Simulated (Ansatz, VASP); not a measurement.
## One calculation of MnS, two programs

Contents of INCAR:

```
PREC     = Accurate       # precision mode
ENCUT    = 520            # plane-wave cutoff, eV
EDIFF    = 1E-6           # SCF threshold, eV
ISMEAR   = -1             # smearing method
SIGMA    = 0.05           # smearing width, eV
LREAL    = False          # projectors in reciprocal space
LASPH    = True           # aspherical terms in the spheres
NELM     = 80             # most SCF steps
ALGO     = Normal         # electronic algorithm
ISIF     = 2              # what is computed and relaxed
LWAVE    = False          # write WAVECAR
LCHARG   = False          # write CHGCAR
GGA      = PE             # functional
NBANDS   = 16             # bands
```

File KPOINTS:

```
Automatic mesh
0
Gamma
  7 7 7
```

POSCAR

```
MnS
1.0
    0.0000000000      2.6200000000      2.6200000000
    2.6200000000      0.0000000000      2.6200000000
    2.6200000000      2.6200000000      0.0000000000
Mn S
1 1
Direct
    0.0000000000      0.0000000000      0.0000000000
    0.5000000000      0.5000000000      0.5000000000
```

Input for Ansatz:

```yaml
crystal:
  lattice:
    - [0.0, 2.62, 2.62]
    - [2.62, 0.0, 2.62]
    - [2.62, 2.62, 0.0]
  atoms:
    - { symbol: Mn, position: [0.0, 0.0, 0.0] }
    - { symbol: S, position: [0.5, 0.5, 0.5] }
hamiltonian:
  xc: pbe
  pseudopotentials: { kind: paw }
basis:
  ecutwfc: 420
kpoints:
  mp_grid: { grid: [7, 7, 7] }
scf:
  occupations: { method: fermi_dirac, width: 0.05 }
  lower_state_search: "off"
  algorithm: density_mixing
  max_iter: 80
  mixing: { algorithm: anderson, ndim: 1, beta: 0.075, preconditioner: none }
output:
  forces: true
  stress: true
```

Alike in both runs: task single point; functional PBE; k mesh 7 × 7 × 7; occupations fermi-dirac, width 0.05 eV; no spin polarisation.

|  | VASP | Ansatz |
| --- | --- | --- |
| version | VASP 6.6.1 | Ansatz 0.2.0 |
| potentials or method | VASP PAW PBE potentials, release 64 (Mn_pv, S), cutoff 520 eV | PAW, plane waves, scalar-relativistic |
| valence electrons in the cell | 19 | 21 |

Ansatz gave:

```
pressure (GPa) : -23.6
```

Q: Estimate VASP's values.

A: Pressure (GPa): -23.5.

VASP's potentials hold 19 valence electrons a cell and Ansatz's 21, so a difference there can come from the potentials and not from the codes.
